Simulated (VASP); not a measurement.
# Si (R-3m) in VASP: a series of runs

The runs below take Si through single point, with PBEsol.

All numbers are computed with VASP 6.6.1; they aren't measurements. Logs are shortened: lines on timing, memory, paths and dates and some standing lists are left out, and cuts for length are marked.

## Step 1: The cell of the first run

The structure is trigonal, space group R-3m (No. 166). The conventional cell has a = 4.001 Å, b = 4.001 Å, c = 8.962 Å, α = 90.00°, β = 90.00°, γ = 120.00°. Within 3.0 Å of Si (site symmetry 3m) lie 4 Si at 2.24 to 2.43 Å.

## Step 2: Single point, PBEsol

Input file INCAR:

```
SYSTEM = Si
  ALGO = Normal
  EDIFF = 1E-7
  ENCUT = 520
  GGA = PS
  ISIF = 2
  ISMEAR = 0
  ISYM = 0
  LASPH = .True.
  LCHARG = .True.
  LELF = .True.
  LREAL = .False.
  LVHAR = .True.
  LWAVE = .False.
  NBANDS = 11
  NELM = 100
  PREC = Accurate
  SIGMA = 0.02
```

Input file KPOINTS:

```
k-points
0
Gamma
  9 9 12
  0 0 0
```

Input file POSCAR:

```
Si
1.0
    4.0010046248      0.0000000000      0.0000000000
   -2.0005023124      3.4649716458      0.0000000000
    2.0005023124     -1.1549905486      2.9874955978
Si
2
Direct
    0.0000000000      0.0000000000      0.0000000000
    0.7500000000      0.2500000000      0.7500000000
```

Potentials or basis: VASP PAW PBE potentials, release 64 (Si).

On the command line:

```
$ cat potpaw_PBE.64/Si/POTCAR > POTCAR
$ mpirun -np 1 vasp_std > vasp.out
```

OUTCAR:

```text
SYSTEM = Si
   EDIFF = 1E-7
   ENCUT = 520
   GGA = PS
   ISIF = 2
   ISMEAR = 0
   ISYM = 0
   LASPH = .True.
   LREAL = .False.
   NELM = 100
   PREC = Accurate

 ion  position               nearest neighbor table
   1  0.000  0.000  0.000-   2 2.24   2 2.43   2 2.43   2 2.43
   2  0.750  0.250  0.750-   1 2.24   1 2.43   1 2.43   1 2.43

IMPORTANT INFORMATION: All symmetrisations will be switched off!
NOSYMM: (Re-)initialisation of all symmetry stuff for point group C_1.

----------------------------------------------------------------------------------------

                                     Primitive cell

  volume of cell :      41.4167

  direct lattice vectors                    reciprocal lattice vectors
     4.001004625  0.000000000  0.000000000     0.249937227  0.144301325 -0.111576176
    -2.000502312  3.464971646  0.000000000     0.000000000  0.288602650  0.111576176
     2.000502312 -1.154990549  2.987495598     0.000000000  0.000000000  0.334728527

  length of vectors
     4.001004625  4.001004625  3.776392805     0.309419994  0.309419994  0.334728527

  position of ions in fractional coordinates (direct lattice)
     0.000000000  0.000000000  0.000000000
     0.750000000  0.250000000  0.750000000

  ion indices of the primitive-cell ions
   primitive index   ion index
                 1           1
                 2           2

----------------------------------------------------------------------------------------

 KPOINTS: k-points

Automatic generation of k-mesh.
 Grid dimensions read from file:
 generate k-points for:    9    9   12

 Generating k-lattice:

  Cartesian coordinates                     Fractional coordinates (reciprocal lattice)
     0.027770803  0.016033481 -0.012397353     0.111111111  0.000000000  0.000000000
     0.000000000  0.032066961  0.012397353     0.000000000  0.111111111 -0.000000000
     0.000000000  0.000000000  0.027894044     0.000000000  0.000000000  0.083333333

  Length of vectors
     0.034379999  0.034379999  0.027894044

  Shift w.r.t. Gamma in fractional coordinates (k-lattice)
     0.000000000  0.000000000  0.000000000

 -----------------------------------------------------------------------------
|                                                                             |
|           W    W    AA    RRRRR   N    N  II  N    N   GGGG   !!!           |
|           W    W   A  A   R    R  NN   N  II  NN   N  G    G  !!!           |
|           W    W  A    A  R    R  N N  N  II  N N  N  G       !!!           |
|           W WW W  AAAAAA  RRRRR   N  N N  II  N  N N  G  GGG   !            |
|           WW  WW  A    A  R   R   N   NN  II  N   NN  G    G                |
|           W    W  A    A  R    R  N    N  II  N    N   GGGG   !!!           |
|                                                                             |
[... 80 lines left out ...]
   IALGO  =     38    algorithm
   IMIX   =      4    mixing-type and parameters
     AMIX     =   0.40;   BMIX     =  1.00
     AMIX_MAG =   1.60;   BMIX_MAG =  1.00
  volume/ion in A,a.u.               =      20.71       139.75
  Fermi-wavevector in a.u.,A,eV,Ry     =   0.946338  1.788319 12.184767  0.895555
  Thomas-Fermi vector in A             =   2.074326
   LORBIT       =      0    0 simple, 1 ext, 2 COOP (PROOUT), +10 PAW based schemes
   GGA     = PS    functional components
   LHFCALC =     F    Hartree Fock is set to
   AEXX    =    0.0000 exact exchange contribution
   IVDW    =     0    specifies the selected vdW correction
   LEPSILON=     F    determine dielectric tensor
   LRPA    =     F    only Hartree local field effects (RPA)
 non-spin polarized calculation
 Gauss-broadening in eV      SIGMA  =   0.02
  energy-cutoff  :      520.00
  volume of cell :       41.42
 maximum number of plane-waves:      1136
 NGX is ok and might be reduce to    30
   NGX = 15   NGY = 15   NGZ = 15

 number of electron       8.0000000 magnetization

 Free energy of the ion-electron system (eV)
  ---------------------------------------------------
  ext. energy  EPLUGINS =         0.00000000
  ---------------------------------------------------
  free energy    TOTEN  =       -11.34188543 eV

  energy without entropy =      -11.34188543  energy(sigma->0) =      -11.34188543

 E-fermi :   5.6033     XC(G=0):  -9.4233

 val. band max:        5.4866375704   @ k =   0.0000   0.0000   0.0000
 cond. band min:       5.8096655311   @ k =  -0.4444   0.4444   0.0000
 fundamental gap:      0.3230279608
 Fermi energy:         5.6032613785

 k-point     1 :       0.0000    0.0000    0.0000
  band No.  band energies     occupation
      1      -6.3328      2.00000
      2       5.4249      2.00000
      3       5.4250      2.00000
      4       5.4866      2.00000
      5       7.5103      0.00000
      6       7.5103      0.00000
      7       7.6066      0.00000
      8       9.7207      0.00000
      9      13.1568      0.00000
     10      13.1911      0.00000
     11      13.1911      0.00000
[... 309 lines left out ...]
 k-point    24 :       0.0000    0.3333   -0.0000
  band No.  band energies     occupation
      1      -5.0765      2.00000
      2       0.1154      2.00000
      3       4.5748      2.00000
      4       4.6339      2.00000
      5       7.2284      0.00000
      6       8.4448      0.00000
      7       9.5545      0.00000
      8      12.7323      0.00000
      9      12.9406      0.00000
     10      13.7583      0.00000
     11      14.8377      0.00000

 [... further k-points ...]

------------------------ aborting loop because EDIFF is reached ----------------------------------------

  FORCE on cell =-STRESS in cart. coord.  units (eV):
  Direction    XX          YY          ZZ          XY          YZ          ZX
  --------------------------------------------------------------------------------------
  -------------------------------------------------------------------------------------
  Total       -2.0631761     -2.0633399      2.8034145     -0.0001413     -0.0001694      0.0002930
  in kB      -79.8124922    -79.8188285    108.4480842     -0.0054648     -0.0065550      0.0113350
  external PRESSURE =     -17.0610788 kB  Pullay stress =       0.0000000 kB

 VOLUME and BASIS-vectors are now :
 -----------------------------------------------------------------------------
  energy-cutoff  :      520.00
  volume of cell :       41.42
      direct lattice vectors                 reciprocal lattice vectors
     4.001004625  0.000000000  0.000000000     0.249937227  0.144301325 -0.111576176
    -2.000502312  3.464971646  0.000000000     0.000000000  0.288602650  0.111576176
     2.000502312 -1.154990549  2.987495598     0.000000000  0.000000000  0.334728527

 POSITION                                       TOTAL-FORCE (eV/Angst)
 -----------------------------------------------------------------------------------
      0.00000      0.00000      0.00000         0.000043     -0.000025     -1.188632
      4.00100     -0.00000      2.24062        -0.000043      0.000025      1.188632
 -----------------------------------------------------------------------------------
    total drift:                                0.000000      0.000000      0.000000

  FREE ENERGIE OF THE ION-ELECTRON SYSTEM (eV)
  ---------------------------------------------------
  free  energy   TOTEN  =       -11.3418854306 eV

  energy  without entropy=      -11.3418854306  energy(sigma->0) =      -11.34188543
```

OSZICAR:

```text
N       E                     dE             d eps       ncg     rms          rms(c)
DAV:   1     0.563695324262E+01    0.56370E+01   -0.31712E+03 10714   0.560E+02
DAV:   2    -0.110318234095E+02   -0.16669E+02   -0.15922E+02 14236   0.831E+01
DAV:   3    -0.115700861780E+02   -0.53826E+00   -0.53674E+00 13725   0.125E+01
DAV:   4    -0.115741422652E+02   -0.40561E-02   -0.40556E-02 12836   0.137E+00
DAV:   5    -0.115741831526E+02   -0.40887E-04   -0.40887E-04 13620   0.127E-01    0.483E+00
DAV:   6    -0.114111438868E+02    0.16304E+00   -0.97707E-02 12205   0.138E+00    0.287E+00
DAV:   7    -0.113413322759E+02    0.69812E-01   -0.16750E-01 12389   0.184E+00    0.226E-01
DAV:   8    -0.113418274532E+02   -0.49518E-03   -0.12391E-02 12064   0.664E-01    0.153E-01
DAV:   9    -0.113418570517E+02   -0.29598E-04   -0.44098E-04 12950   0.123E-01    0.822E-02
DAV:  10    -0.113418864426E+02   -0.29391E-04   -0.66524E-05 12393   0.449E-02    0.191E-02
DAV:  11    -0.113418851641E+02    0.12785E-05   -0.10952E-05 13118   0.169E-02    0.105E-02
DAV:  12    -0.113418854177E+02   -0.25362E-06   -0.10853E-06 12482   0.618E-03    0.629E-03
DAV:  13    -0.113418854306E+02   -0.12890E-07   -0.21963E-07 12247   0.256E-03
   1 F= -.11341885E+02 E0= -.11341885E+02  d E =-.198412E-19
```

It took 2.7 min on 1 thread of AMD EPYC 7R43 (Zen 3), shared host; peak memory 0.26 GiB.

What came out:

* Free energy: -11.3419 eV
* Pressure: -1.7 GPa
* Largest force: 1.189 eV/Å
* Band gap on the k mesh: 0.32 eV (least direct gap 2.02 eV)

Forces on the atoms (eV/Å):
```
Si   0.000  0.000 -1.189
Si   0.000  0.000  1.189
```

Stress tensor (GPa, compression positive):
```
-7.98  0.00  0.00
 0.00 -7.98  0.00
 0.00  0.00 10.84
```

Levels at points of the mesh, in eV from the valence-band top:
```tsv
k point	band 2	band 3	band 4	band 5	band 6	band 7
(0.00, 0.00, 0.00)	-0.06	-0.06	0.00	2.02	2.02	2.12
(0.00, 0.00, 0.50)	-7.07	-1.62	-1.62	0.54	2.96	2.96
```

Caveat: the stress differs along the axes, from -8 to 11 GPa; semilocal functionals underestimate gaps, and a narrow one can read as zero; the PAW data sets were made with another functional, which shifts forces and pressure a little. A k mesh can miss the band edges.

## Step 3: Single point, PBEsol

This run uses another cell than the first one, of 21.37 Å³/atom.

Input file INCAR:

```
SYSTEM = Si
PREC = Accurate ; ENCUT = 520
EDIFF = 1E-7 ; ISMEAR = 0
SIGMA = 0.02 ; LREAL = .False.
LASPH = .True. ; NELM = 100
ALGO = Normal ; ISIF = 2
LWAVE = .False. ; LCHARG = .False.
GGA = PS ; NBANDS = 11
ISYM = 0
```

Input file KPOINTS:

```
Automatic mesh
0
Gamma
  9 9 12
  0 0 0
```

Input file POSCAR:

```
Si
1.0
    4.0010046247      0.0000000001      0.0000367415
   -2.0005023122      3.4649716457     -0.0000367415
    2.0005297467     -1.1550063878      3.0823113382
Si
2
Direct
    0.0023929568     -0.0023929568     -0.0071786130
    0.7476070432      0.2523929568      0.7571786130
```

Potentials or basis: VASP PAW PBE potentials, release 64 (Si).

On the command line:

```
$ cat potpaw_PBE.64/Si/POTCAR > POTCAR
$ mpirun -np 1 vasp_std > vasp.out
```

It took 2.6 min on 1 thread of AMD EPYC 7R43 (Zen 3), shared host; peak memory 0.26 GiB.

The run converged. Its results:

| Quantity | Value |
| --- | --- |
| Free energy | -11.4084 eV |
| Pressure | -5.1 GPa |
| Largest force | 0.010 eV/Å |
| Band gap on the k mesh | 0.18 eV (least direct gap 1.82 eV) |

Forces on the atoms (eV/Å):
```
Si   0.000  0.000 -0.010
Si   0.000  0.000  0.010
```

Stress tensor (GPa, compression positive):
```
-7.69  0.00  0.00
 0.00 -7.69  0.00
 0.00  0.00  0.19
```

Levels at points of the mesh, in eV from the valence-band top:
```tsv
k point	band 1	band 2	band 3	band 4	band 5	band 6	band 7	band 8	band 9
(0.00, 0.00, 0.00)	-11.83	-0.40	-0.40	0.00	1.82	2.02	2.02	3.17	7.23
(0.00, 0.00, 0.50)	-9.33	-6.92	-1.70	-1.70	0.40	2.78	2.78	6.73	10.36
```

Caveat: the stress differs along the axes, from -8 to 0 GPa; semilocal functionals underestimate gaps, and a narrow one can read as zero; the PAW data sets were made with another functional, which shifts forces and pressure a little. A k mesh can miss the band edges.
